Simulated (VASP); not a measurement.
# TaN (I4mm) in VASP: notebook, part 2 of 2

VASP 6.6.1. The steps go on from the part before.

**3. Single point, LDA (mode 4 frozen in at -0.147 Å and mode 6 at +0.000 Å (largest displacements))**

Contents of INCAR:

```
SYSTEM = TaN
ALGO = Normal
EDIFF = 1E-6
ENCUT = 520
GGA = CA
ISIF = 2
ISMEAR = 0
LASPH = .True.
LCHARG = .False.
LREAL = .False.
LWAVE = .False.
NBANDS = 15
NELM = 80
PREC = Accurate
SIGMA = 0.15
```

Contents of KPOINTS:

```
k-points
0
Gamma
  18 18 18
  0 0 0
```

Contents of POSCAR:

```
TaN
1.0
    0.0000000000      2.1742693740      2.1742693740
    2.1742693740      0.0000000000      2.1742693740
    2.1742693740      2.1742693740      0.0000000000
Ta N
1 1
Direct
    0.4973832296      0.5026167704      0.5026167704
    0.0338044590     -0.0338044590     -0.0338044590
```

Potentials or basis: VASP PAW LDA potentials, release 64 (Ta_pv, N).

Started as:

```
$ cat potpaw_LDA.64/Ta_pv/POTCAR potpaw_LDA.64/N/POTCAR > POTCAR
$ mpirun -np 1 vasp_std > vasp.out
```

OUTCAR:

```text
SYSTEM = TaN
   EDIFF = 1E-6
   ENCUT = 520
   GGA = CA
   ISIF = 2
   ISMEAR = 0
   LASPH = .True.
   LREAL = .False.
   NELM = 80
   PREC = Accurate

 ion  position               nearest neighbor table
   1  0.497  0.503  0.503-   2 2.02   2 2.18   2 2.18   2 2.18   2 2.18   2 2.33
   2  0.034  0.966  0.966-   1 2.02   1 2.18   1 2.18   1 2.18   1 2.18   1 2.33

  LATTYP: Found a face centered cubic cell.
 ALAT       =     4.3485387480

  Lattice vectors:

 A1 = (   0.0000000000,   2.1742693740,   2.1742693740)
 A2 = (   2.1742693740,   0.0000000000,   2.1742693740)
 A3 = (   2.1742693740,   2.1742693740,   0.0000000000)

Analysis of symmetry for initial positions (statically):
=====================================================================
 Subroutine PRICEL returns:
 Original cell was already a primitive cell.

 Routine SETGRP: Setting up the symmetry group for a
 face centered cubic supercell.

 Subroutine GETGRP returns: Found  8 space group operations
 (whereof  8 operations were pure point group operations)
 out of a pool of 48 trial point group operations.

The static configuration has the point symmetry C_4v.

Analysis of symmetry for dynamics (positions and initial velocities):
=====================================================================
 Subroutine PRICEL returns:
 Original cell was already a primitive cell.

 Routine SETGRP: Setting up the symmetry group for a
 face centered cubic supercell.

 Subroutine GETGRP returns: Found  8 space group operations
 (whereof  8 operations were pure point group operations)
 out of a pool of 48 trial point group operations.

The dynamic configuration has the point symmetry C_4v.

 Subroutine INISYM returns: Found  8 space group operations
 (whereof  8 operations are pure point group operations),
 and found     1 'primitive' translations

----------------------------------------------------------------------------------------

[... 116 lines left out ...]
   LORBIT       =      0    0 simple, 1 ext, 2 COOP (PROOUT), +10 PAW based schemes
   GGA     = CA    functional components
   LHFCALC =     F    Hartree Fock is set to
   AEXX    =    0.0000 exact exchange contribution
   IVDW    =     0    specifies the selected vdW correction
   LEPSILON=     F    determine dielectric tensor
   LRPA    =     F    only Hartree local field effects (RPA)
 non-spin polarized calculation
 Gauss-broadening in eV      SIGMA  =   0.15
  energy-cutoff  :      520.00
  volume of cell :       20.56
 maximum number of plane-waves:       568
   NGX = 11   NGY = 11   NGZ = 11

 number of electron      15.9999999 magnetization

 Free energy of the ion-electron system (eV)
  ---------------------------------------------------
  ext. energy  EPLUGINS =         0.00000000
  ---------------------------------------------------
  free energy    TOTEN  =       -24.03223455 eV

  energy without entropy =      -24.02436306  energy(sigma->0) =      -24.02829880

 E-fermi :   9.7325     XC(G=0): -13.8344

 val. band max:        9.7202872826   @ k =   0.3333   0.1111   0.0556
 cond. band min:       9.7342037825   @ k =   0.0556  -0.1667   0.2222
 fundamental gap:      0.0139164998
 Fermi energy:         9.7324663634

 k-point     1 :       0.0000    0.0000    0.0000
  band No.  band energies     occupation
      1     -25.6969      2.00000
      2     -25.6609      2.00000
      3     -25.6609      2.00000
      4      -9.0935      2.00000
      5       5.3011      2.00000
      6       5.3011      2.00000
      7       5.3816      2.00000
      8       7.5957      2.00000
      9       8.2636      2.00000
     10       8.2636      2.00000
     11       9.8292      0.36168
     12      10.5809      0.00000
     13      11.7433      0.00000
     14      19.2070      0.00000
[... 401 lines left out ...]
      2     -25.7689      2.00000
      3     -25.7612      2.00000
      4      -6.5097      2.00000
      5       0.1097      2.00000
      6       2.3492      2.00000
      7       2.4952      2.00000
      8       9.7514      0.85862
      9      11.0703      0.00000
     10      11.2710      0.00000
     11      14.7297      0.00000
     12      15.6437      0.00000
     13      17.3361      0.00000
     14      21.2921      0.00000
     15      21.9637      0.00000

 [... further k-points ...]
[... 5 lines left out ...]
  --------------------------------------------------------------------------------------
  -------------------------------------------------------------------------------------
  Total        2.0711010      0.2646094      0.2646094     -0.0000000      0.0000000      0.0000000
  in kB      161.4142318     20.6227140     20.6227140     -0.0000000      0.0000000      0.0000000
  external PRESSURE =      67.5532199 kB  Pullay stress =       0.0000000 kB

 VOLUME and BASIS-vectors are now :
 -----------------------------------------------------------------------------
  energy-cutoff  :      520.00
  volume of cell :       20.56
      direct lattice vectors                 reciprocal lattice vectors
     0.000000000  2.174269374  2.174269374    -0.229962306  0.229962306  0.229962306
     2.174269374  0.000000000  2.174269374     0.229962306 -0.229962306  0.229962306
     2.174269374  2.174269374  0.000000000     0.229962306  0.229962306 -0.229962306

 POSITION                                       TOTAL-FORCE (eV/Angst)
 -----------------------------------------------------------------------------------
      2.18565      2.17427      2.17427        -1.678866      0.000000      0.000000
      4.20154      2.17427      2.17427         1.678866      0.000000      0.000000
 -----------------------------------------------------------------------------------
    total drift:                               -0.000000     -0.000000     -0.000000

  FREE ENERGIE OF THE ION-ELECTRON SYSTEM (eV)
  ---------------------------------------------------
  free  energy   TOTEN  =       -24.0322345481 eV

  energy  without entropy=      -24.0243630613  energy(sigma->0) =      -24.02829880
```

Run time: 34 s. Hardware: 1 thread of Intel Xeon 6975P-C (Granite Rapids), shared host; peak memory 0.25 GiB.

Results:

```yaml
Free_energy: -24.0322 eV
Pressure: 6.8 GPa
Largest_force: 1.679 eV/Å
Band_gap_on_the_k_mesh: zero (band 8 reaches 11.63 eV, above the bottom of band 9 at 8.01 eV)
```

Forces in eV/Å, atoms in the order of the input:
```
Ta  -1.679  0.000  0.000
N    1.679  0.000  0.000
```

Stress tensor (GPa, compression positive):
```
16.14  0.00  0.00
 0.00  2.06  0.00
 0.00  0.00  2.06
```

Caveat: the cell differs from its parent crystal (mode 4 frozen in at -0.147 Å and mode 6 at +0.000 Å (largest displacements)); spin-orbit coupling is left out, which moves the levels of the heavy elements; forces of over 1 eV/Å act on the atoms, so gaps and moduli don't describe the material at rest.

**4. Single point, LDA (mode 4 frozen in at -0.196 Å and mode 6 at +0.000 Å (largest displacements))**

Contents of INCAR:

```
PREC = Accurate
ENCUT = 520
EDIFF = 1E-6
ISMEAR = 0
SIGMA = 0.15
LREAL = F
LASPH = T
NELM = 80
ALGO = Normal
ISIF = 2
LWAVE = F
LCHARG = T
LELF = T
LVHAR = T
NBANDS = 15
```

Contents of KPOINTS:

```
regular mesh
0
Gamma
  18 18 18
```

Contents of POSCAR:

```
TaN
1.0
    0.0000000000      2.1742693740      2.1742693740
    2.1742693740      0.0000000000      2.1742693740
    2.1742693740      2.1742693740      0.0000000000
Ta N
1 1
Direct
    0.4965109728      0.5034890272      0.5034890272
    0.0450726121     -0.0450726121     -0.0450726121
```

Started as:

```
$ cat potpaw_LDA.64/Ta_pv/POTCAR potpaw_LDA.64/N/POTCAR > POTCAR
$ mpirun -np 1 vasp_std > vasp.out
```

Run time: 39 s. Hardware: 1 thread of Intel Xeon 6975P-C (Granite Rapids), shared host; peak memory 0.25 GiB.

The run converged. Its results:

```
Free energy            : -23.9217 eV
Pressure               : 10.6 GPa
Largest force          : 2.527 eV/Å
Band gap on the k mesh : zero (band 8 reaches 11.50 eV, above the bottom of band 9 at 8.18 eV)
```

Forces on the atoms (eV/Å):
```
Ta  -2.527  0.000  0.000
N    2.527  0.000  0.000
```

Stress tensor (GPa, compression positive):
```
27.71  0.00  0.00
 0.00  2.06  0.00
 0.00  0.00  2.06
```

Levels at points of the mesh, in eV from the Fermi level:
```csv
k point,band 4,band 5,band 6,band 7,band 8,band 9,band 10,band 11,band 12,band 13
"(0.00, 0.00, 0.00)",-18.78,-4.72,-4.72,-4.63,-2.06,-1.03,-1.03,0.17,1.38,2.02
"(0.50, 0.00, 0.00)",-15.57,-10.44,-7.69,-7.60,1.82,2.11,2.19,3.98,7.17,8.49
"(0.50, 0.50, 0.00)",-17.47,-6.84,-6.54,-4.74,-3.14,2.66,3.83,3.87,4.76,7.29
"(0.00, 0.50, 0.50)",-17.44,-6.36,-5.59,-4.58,-4.58,2.37,3.82,3.82,4.14,6.44
```

Caveat: the cell differs from its parent crystal (mode 4 frozen in at -0.196 Å and mode 6 at +0.000 Å (largest displacements)); spin-orbit coupling is left out, which moves the levels of the heavy elements; forces of over 1 eV/Å act on the atoms, so gaps and moduli don't describe the material at rest.
